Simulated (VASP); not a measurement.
The system is Na4AlO.

```
CELL_PARAMETERS angstrom
3.60000 0.00000 0.00000
-1.80000 3.11769 0.00000
0.00000 0.00000 9.00000
ATOMIC_POSITIONS crystal
Na 0.66667 0.33333 0.88000
Na 0.33333 0.66667 0.12000
Na 0.33333 0.66667 0.68000
Na 0.66667 0.33333 0.32000
Al 0.00000 0.00000 0.50000
O 0.00000 0.00000 0.00000
```

```yaml
Program: VASP 6.6.1
Task: relaxation of cell and atoms
Functional: PBE
Potentials_or_basis: VASP PAW PBE potentials, release 64 (Na_pv, Al, O)
Cutoff: 600 eV
k_mesh: 5 × 5 × 2
Occupations: gaussian, width 0.2 eV
Spin: no spin polarisation
```

At the start: pressure 10.5 GPa; volume 16.84 Å³/atom.

Task: How do energy, volume and symmetry change on relaxing?

Result: Over 17 steps the energy falls by 352.6 meV/atom and the volume is 22.85 Å³/atom (+35.7 %); space group P-3m1 (No. 164, to 0.1 Å) before and after.

Step by step:
```tsv
step	energy change (eV)	largest force (eV/Å)	pressure (GPa)	volume (Å³)
1	0.0000	1.2155	10.47	101.01
2	-0.9167	1.1352	3.15	117.97
3	-1.1602	1.0779	0.02	131.29
4	-1.1837	1.0573	-0.83	136.40
5	-1.3507	0.8769	-0.62	135.96
6	-1.7168	0.1744	0.30	134.44
7	-1.2838	1.4545	4.46	130.49
8	-1.7669	0.3499	1.15	133.52
9	-1.9008	0.4928	0.35	139.60
10	-1.9244	0.7085	-0.33	146.29
11	-1.9369	0.6179	-0.10	143.60
12	-2.0457	0.3608	-0.46	143.34
13	-2.0829	0.1987	-0.77	143.00
14	-2.0842	0.2115	-0.83	142.92
15	-2.1063	0.1214	0.52	135.30
16	-2.1075	0.1404	0.26	136.66
17	-2.1156	0.0733	0.09	137.12
```

Final structure:
```cif
data_structure
_symmetry_space_group_name_H-M 'P 1'
_symmetry_Int_Tables_number 1
_cell_length_a 3.5732
_cell_length_b 3.5732
_cell_length_c 12.4013
_cell_angle_alpha 90.000
_cell_angle_beta 90.000
_cell_angle_gamma 120.000
_cell_volume 137.12
loop_
_atom_site_label
_atom_site_type_symbol
_atom_site_fract_x
_atom_site_fract_y
_atom_site_fract_z
_atom_site_occupancy
Na1 Na 0.66667 0.33333 0.92471 1
Na2 Na 0.33333 0.66667 0.07529 1
Na3 Na 0.33333 0.66667 0.69686 1
Na4 Na 0.66667 0.33333 0.30314 1
Al1 Al 0.00000 0.00000 0.50000 1
O1 O 0.00000 0.00000 0.00000 1
```

Caveat: the k points lie up to 0.41 Å⁻¹ apart in the final cell, too coarse for converged energies and pressures of a metal; the volume moved by over 15 % at a fixed basis, so the end points are rough; an odd number of electrons without spin polarisation forces a metal; a magnetic or distorted state may lie lower; the relaxation stopped at a loose force limit of 0.08 eV/Å, so its end isn't a converged minimum.
